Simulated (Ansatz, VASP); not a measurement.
**One calculation of B3N2Cl, two programs**

```
B N Cl
1.0
     4.02245    0.00000    0.00000
    -2.01122    3.48354    0.00000
     0.00000    0.00000    5.96151
B N Cl
3 2 1
Direct
  0.00000 0.00000 0.78492
  0.00000 0.00000 0.21508
  0.00000 0.00000 0.00000
  0.33333 0.66667 0.50000
  0.66667 0.33333 0.50000
  0.00000 0.00000 0.50000
```

Alike in both runs: task relaxation of cell and atoms; functional PBE; k mesh 6 × 6 × 4; occupations gaussian, width 0.1 eV; collinear spin.

```csv
,VASP,Ansatz
version,VASP 6.6.1,Ansatz 0.2.0
potentials or method,"VASP PAW PBE potentials, release 64 (B, N, Cl), cutoff 600 eV","scalar-relativistic, plane waves, PAW"
valence electrons in the cell,26,26
```

```csv
,VASP,Ansatz,Ansatz less VASP
"gap on the k mesh at the Fermi level, each at its own relaxed structure (eV)",none,none,-
net moment per atom (μB),0.00,0.46,+0.465
size of the moment on the site where the two differ most (μB),0.00,1.00,+1.003
relaxed volume (Å³/atom),14.61,16.45,+1.835
relaxed length of the cell vector where the two differ most in proportion (Å),3.960,4.222,+0.2620
```

The net moments are unlike, so the other rows may belong to different states. Site moments also hang on the region over which each program counts them. A gap of «none» marks a metal or a gap that the smearing closes.
